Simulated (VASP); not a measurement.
# Cs (P6/mmm) in VASP: single point with r2SCAN

Aim: the single point of Cs with r2SCAN.

Program: VASP 6.6.1. These are calculated values, not measurements. Logs are shortened: lines on timing, memory, paths and dates and some standing lists are left out, and cuts for length are marked.

### Step 1. The cell of the first run

The structure is hexagonal, space group P6/mmm (No. 191). Conventional cell: a = 8.960 Å, b = 8.960 Å, c = 5.355 Å, α = 90.00°, β = 90.00°, γ = 120.00°.

This isn't the form of Cs at room conditions, which is bcc.

### Step 2. Single point, r2SCAN

The input, POSCAR:

```
Cs
1.0
    8.9603535359      0.0000000000      0.0000000000
   -4.4801767680      7.7598937890      0.0000000000
    0.0000000000      0.0000000000      5.3548227239
Cs
3
Direct
    1.0000000000      1.0000000000      0.0000000000
    0.3333333333      0.6666666667      0.5000000000
    0.6666666667      0.3333333333      0.5000000000
```

The input, INCAR.step1:

```
SYSTEM = Cs
PREC = Accurate ; ENCUT = 520
ISMEAR = -1 ; SIGMA = 0.1
LREAL = .False. ; LASPH = .True.
NELM = 60 ; NBANDS = 20
GGA = PE ; ALGO = Normal
EDIFF = 1E-4 ; LWAVE = .True.
LCHARG = .False.
```

The input, INCAR.step2:

```
SYSTEM = Cs
PREC = Accurate ; ENCUT = 520
EDIFF = 1E-6 ; ISMEAR = -1
SIGMA = 0.1 ; LREAL = .False.
LASPH = .True. ; NELM = 60
ALGO = Normal ; ISIF = 2
LWAVE = .False. ; LCHARG = .False.
METAGGA = R2SCAN ; LMIXTAU = .True.
NBANDS = 20 ; ISTART = 1
```

The input, KPOINTS:

```
Automatic mesh
0
Gamma
  6 6 8
  0 0 0
```

Potentials or basis: VASP PAW PBE potentials, release 64 (Cs_sv).

Started as:

```
> cat potpaw_PBE.64/Cs_sv/POTCAR > POTCAR
> cp INCAR.step1 INCAR
> mpirun -np 1 vasp_std > vasp.out
> cp INCAR.step2 INCAR
> mpirun -np 1 vasp_std > vasp.out
```

OUTCAR:

```text
SYSTEM = Cs
   PREC = Accurate
   ENCUT = 520
   EDIFF = 1E-6
   ISMEAR = -1
   LREAL = .False.
   LASPH = .True.
   NELM = 60
   ISIF = 2
   METAGGA = R2SCAN
   ISTART = 1

 ion  position               nearest neighbor table
   1  0.000  0.000  0.000-
   2  0.333  0.667  0.500-
   3  0.667  0.333  0.500-

  LATTYP: Found a hexagonal cell.
 ALAT       =     8.9603535359
 C/A-ratio  =     0.5976128846

  Lattice vectors:

 A1 = (   8.9603535359,   0.0000000000,   0.0000000000)
 A2 = (  -4.4801767680,   7.7598937890,   0.0000000000)
 A3 = (   0.0000000000,   0.0000000000,   5.3548227239)

Analysis of symmetry for initial positions (statically):
=====================================================================
 Subroutine PRICEL returns:
 Original cell was already a primitive cell.

 Routine SETGRP: Setting up the symmetry group for a
 hexagonal supercell.

 Subroutine GETGRP returns: Found 24 space group operations
 (whereof 24 operations were pure point group operations)
 out of a pool of 24 trial point group operations.

The static configuration has the point symmetry D_6h.

Analysis of symmetry for dynamics (positions and initial velocities):
=====================================================================
 Subroutine PRICEL returns:
 Original cell was already a primitive cell.

 Routine SETGRP: Setting up the symmetry group for a
 hexagonal supercell.

 Subroutine GETGRP returns: Found 24 space group operations
 (whereof 24 operations were pure point group operations)
 out of a pool of 24 trial point group operations.

The dynamic configuration has the point symmetry D_6h.

 Subroutine INISYM returns: Found 24 space group operations
 (whereof 24 operations are pure point group operations),
 and found     1 'primitive' translations

----------------------------------------------------------------------------------------

                                     Primitive cell

  volume of cell :     372.3283

  direct lattice vectors                    reciprocal lattice vectors
     8.960353536  0.000000000  0.000000000     0.111602739  0.064433872  0.000000000
    -4.480176768  7.759893789  0.000000000     0.000000000  0.128867743  0.000000000
[... 80 lines left out ...]
   ICHARG =      0    charge: 1-file 2-atom 10-const
   ISPIN  =      1    spin polarized calculation?
   LNONCOLLINEAR =      F non collinear calculations
   LSORBIT =      F    spin-orbit coupling
   LASPH  =      T    aspherical Exc in radial PAW
   ENCUT  =  520.0 eV  38.22 Ry    6.18 a.u.  16.66 16.66  9.96*2*pi/ulx,y,z
   NELM   =     60;   NELMIN=  2; NELMDL=  0     # of ELM steps
   EDIFF  = 0.1E-05   stopping-criterion for ELM
   LREAL  =      F    real-space projection
   EDIFFG = 0.1E-04   stopping-criterion for IOM
   NSW    =      0    number of steps for IOM
   IBRION =     -1    ionic relax: 0-MD 1-quasi-New 2-CG
   NFREE  =      0    steps in history (QN), initial steepest desc. (CG)
   ISIF   =      2    stress and relaxation
   ISYM   =      2    0-nonsym 1-usesym 2-fastsym
   POTIM  = 0.5000    time-step for ionic-motion
   TEBEG  =    0.0;   TEEND  =   0.0 temperature during run
   PSTRESS=    0.0 pullay stress
   NELECT =      27.0000    total number of electrons
   NUPDOWN=      -1.0000    fix difference up-down
   EMIN   =  10.00;   EMAX   =-10.00  energy-range for DOS
   EFERMI =   0.00;   METHOD = LEGACY
   ISMEAR =    -1;   SIGMA  =   0.10  broadening in eV -4-tet -1-fermi 0-gaus
   EFERMI_NEDOS =   21; number of points for ismear=-14 and -15
   IALGO  =     38    algorithm
   IMIX   =      4    mixing-type and parameters
     AMIX     =   0.40;   BMIX     =  1.00
     AMIX_MAG =   1.60;   BMIX_MAG =  1.00
  volume/ion in A,a.u.               =     124.11       837.53
  Fermi-wavevector in a.u.,A,eV,Ry     =   0.682686  1.290089  6.341126  0.466060
  Thomas-Fermi vector in A             =   1.761831
   LORBIT       =      0    0 simple, 1 ext, 2 COOP (PROOUT), +10 PAW based schemes
   METAGGA = R2SCAN    functional components
   LHFCALC =     F    Hartree Fock is set to
   AEXX    =    0.0000 exact exchange contribution
   IVDW    =     0    specifies the selected vdW correction
   LEPSILON=     F    determine dielectric tensor
   LRPA    =     F    only Hartree local field effects (RPA)
 non-spin polarized calculation
  energy-cutoff  :      520.00
  volume of cell :      372.33
 maximum number of plane-waves:     10056
 NGX is ok and might be reduce to    70
   NGX = 33   NGY = 33   NGZ = 19

 number of electron      27.0000001 magnetization

 Free energy of the ion-electron system (eV)
  ---------------------------------------------------
  ext. energy  EPLUGINS =         0.00000000
  ---------------------------------------------------
  free energy    TOTEN  =       -75.08950316 eV

  energy without entropy =      -74.97328927  energy(sigma->0) =      -75.03139622

 E-fermi :   0.3601     XC(G=0):  -5.4408

 val. band max:        0.3556705485   @ k =   0.1667   0.1667   0.0000
 cond. band min:       0.3689144312   @ k =   0.3333   0.0000   0.2500
 fundamental gap:      0.0132438827
 Fermi energy:         0.3600686616

 k-point     1 :       0.0000    0.0000    0.0000
  band No.  band energies     occupation
      1     -24.5315      2.00000
      2     -24.5247      2.00000
      3     -24.4082      2.00000
      4     -10.9995      2.00000
      5     -10.9995      2.00000
      6     -10.9290      2.00000
[... 541 lines left out ...]
     19       1.9192      0.00000
     20       2.4602      0.00000

 [... further k-points ...]

------------------------ aborting loop because EDIFF is reached ----------------------------------------

  FORCE on cell =-STRESS in cart. coord.  units (eV):
  Direction    XX          YY          ZZ          XY          YZ          ZX
  --------------------------------------------------------------------------------------
  -------------------------------------------------------------------------------------
  Total       -0.0049269     -0.0049269     -0.0403359      0.0000000      0.0000000      0.0000000
  in kB       -0.0212010     -0.0212010     -0.1735705      0.0000000      0.0000000      0.0000000
  external PRESSURE =      -0.0719908 kB  Pullay stress =       0.0000000 kB

 VOLUME and BASIS-vectors are now :
 -----------------------------------------------------------------------------
  energy-cutoff  :      520.00
  volume of cell :      372.33
      direct lattice vectors                 reciprocal lattice vectors
     8.960353536  0.000000000  0.000000000     0.111602739  0.064433872  0.000000000
    -4.480176768  7.759893789  0.000000000     0.000000000  0.128867743  0.000000000
     0.000000000  0.000000000  5.354822724     0.000000000  0.000000000  0.186747545

 POSITION                                       TOTAL-FORCE (eV/Angst)
 -----------------------------------------------------------------------------------
      0.00000      0.00000      0.00000        -0.000000      0.000000      0.000000
     -0.00000      5.17326      2.67741         0.000000      0.000000      0.000000
      4.48018      2.58663      2.67741        -0.000000     -0.000000     -0.000000
 -----------------------------------------------------------------------------------
    total drift:                                0.000000     -0.000000     -0.000000

  FREE ENERGIE OF THE ION-ELECTRON SYSTEM (eV)
  ---------------------------------------------------
  free  energy   TOTEN  =       -75.0895031586 eV

  energy  without entropy=      -74.9732892736  energy(sigma->0) =      -75.03139622
```

OUTCAR.step1:

```text
SYSTEM = Cs
   PREC = Accurate
   ENCUT = 520
   ISMEAR = -1
   LREAL = .False.
   LASPH = .True.
   NELM = 60
[... 776 lines left out ...]
      0.00000      0.00000      0.00000        -0.000000      0.000000      0.000000
     -0.00000      5.17326      2.67741         0.000000     -0.000000      0.000000
      4.48018      2.58663      2.67741        -0.000000      0.000000      0.000000
 -----------------------------------------------------------------------------------
    total drift:                                0.000000     -0.000000     -0.000000

  FREE ENERGIE OF THE ION-ELECTRON SYSTEM (eV)
  ---------------------------------------------------
  free  energy   TOTEN  =        -2.5845289556 eV

  energy  without entropy=       -2.4610704946  energy(sigma->0) =       -2.52279973
```

Wall time 23 min (1 thread of Intel Xeon Platinum 8488C (Sapphire Rapids), shared host); peak memory 0.59 GiB.

What came out:

```
Free energy            : -75.0895 eV
Pressure               : 0.0 GPa
Band gap on the k mesh : zero (an odd number of electrons rules out a gap without spin polarisation)
```

Caveat: the PAW data sets were made with another functional, which shifts forces and pressure a little; spin-orbit coupling is left out, which moves the levels of the heavy elements.
